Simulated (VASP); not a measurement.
Write the native input for VASP 6.6.1 that does the following.

| Property | Result |
| --- | --- |
| Task | single point |
| Functional | PBE |
| Potentials or basis | VASP PAW PBE potentials, release 64 (Ir, Rh_pv) |
| Cutoff | 520 eV |
| k mesh | 8 × 6 × 8 |
| Occupations | gaussian, width 0.2 eV |
| Spin | no spin polarisation |
| Dipole correction | no |
| Further INCAR settings | ALGO = Fast; EDIFF = 1e-06; NBANDS = 62 |

The structure of Ir4Rh lies in POSCAR:

```
Ir4Rh
1.0
    1.3655129683      2.3651378395      0.0000000000
   -4.0965389049      2.3651378395      0.0000000000
    0.0000000000     -1.5767585597     11.1492619114
Ir Rh
8 2
Direct
    0.1501464741      0.0500488247      0.3002929482
    0.6501464741      0.5500488247      0.3002929482
    0.0501908085      0.3500636028      0.1003816170
    0.5501908085      0.8500636028      0.1003816170
    0.4498091915      0.1499363972      0.8996183830
    0.9498091915      0.6499363972      0.8996183830
    0.3498535259      0.4499511753      0.6997070518
    0.8498535259      0.9499511753      0.6997070518
    0.7500000000      0.2500000000      0.5000000000
    0.2500000000      0.7500000000      0.5000000000
```

One way to write it, as run:

INCAR

```
SYSTEM = Ir4Rh
  PREC = Accurate
  ENCUT = 520
  EDIFF = 1E-6
  ISMEAR = 0
  SIGMA = 0.2
  LREAL = .False.
  LASPH = .True.
  NELM = 100
  ALGO = Fast
  ISIF = 2
  LWAVE = .False.
  LCHARG = .False.
  GGA = PE
  NBANDS = 62
```

KPOINTS

```
regular mesh
0
Gamma
  8 6 8
  0 0 0
```

Potentials or basis: VASP PAW PBE potentials, release 64 (Ir, Rh_pv).

Run with:

```console
$ cat potpaw_PBE.64/Ir/POTCAR potpaw_PBE.64/Rh_pv/POTCAR > POTCAR
$ mpirun -np 1 vasp_std > vasp.out
```

Results of the run:

```json
{"Pressure": "0.8 GPa", "Largest force": "0.034 eV/Å", "Band gap on the k mesh": "zero (bands 51 and 52 overlap by 2.17 eV)"}
```

Caveat: spin-orbit coupling is left out, which moves the levels of the heavy elements.

Wall time 38 min on 1 thread of Oxide Virtual Turin-like Processor (shared host), peak memory 0.75 GiB.
